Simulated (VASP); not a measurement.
Set up this calculation in VASP 6.6.1, as the native input.

| Property | Result |
| --- | --- |
| Task | single point |
| Functional | PBEsol |
| Potentials or basis | VASP PAW PBE potentials, release 64 (As, B) |
| Cutoff | 520 eV |
| k mesh | 10 × 10 × 10 |
| Occupations | fermi-dirac, width 0.15 eV |
| Spin | collinear spin, ferromagnetic start |
| Starting moments | [0.5, 0.0] μB |
| Dipole correction | no |
| Further INCAR settings | ALGO = Normal; EDIFF = 1e-07; NBANDS = 15 |

The structure of BAs lies in POSCAR:

```
BAs
1.0
    0.0000000000      2.3397414207      2.3397414207
    2.3397414207      0.0000000000      2.3397414207
    2.3397414207      2.3397414207      0.0000000000
As B
1 1
Direct
    0.7500000000      0.7500000000      0.7500000000
    0.0000000000      0.0000000000      0.0000000000
```

This cell differs from its parent crystal: volume scaled by 0.94.

The input as run:

INCAR

```
SYSTEM = BAs
PREC = Accurate
ENCUT = 520
EDIFF = 1E-7
ISMEAR = -1
SIGMA = 0.15
LREAL = .FALSE.
LASPH = .TRUE.
NELM = 150
ALGO = Normal
ISIF = 2
LWAVE = .FALSE.
LCHARG = .TRUE.
ISPIN = 2
MAGMOM = 0.5 0
LORBIT = 11
GGA = PS
LELF = .TRUE.
LVHAR = .TRUE.
NBANDS = 15
```

KPOINTS

```
Automatic mesh
0
G
  10 10 10
  0 0 0
```

Potentials or basis: VASP PAW PBE potentials, release 64 (As, B).

Command:

```sh
$ cat potpaw_PBE.64/As/POTCAR potpaw_PBE.64/B/POTCAR > POTCAR
$ mpirun -np 1 vasp_std > vasp.out
```

Results of the run:

```json
{
 "Pressure": "10.0 GPa",
 "Band gap on the k mesh": "1.01 eV, indirect (least direct gap 3.32 eV)",
 "Net moment": "0.00 μB per cell",
 "Valence electrons inside the program's atomic spheres": "As 2.99; B 1.91"
}
```

Caveat: the PAW data sets were made with another functional, which shifts forces and pressure a little.

It took 26 s on 1 thread of Intel(R) Xeon(R) Platinum 8488C (Sapphire Rapids) (shared host), peak memory 0.18 GiB.
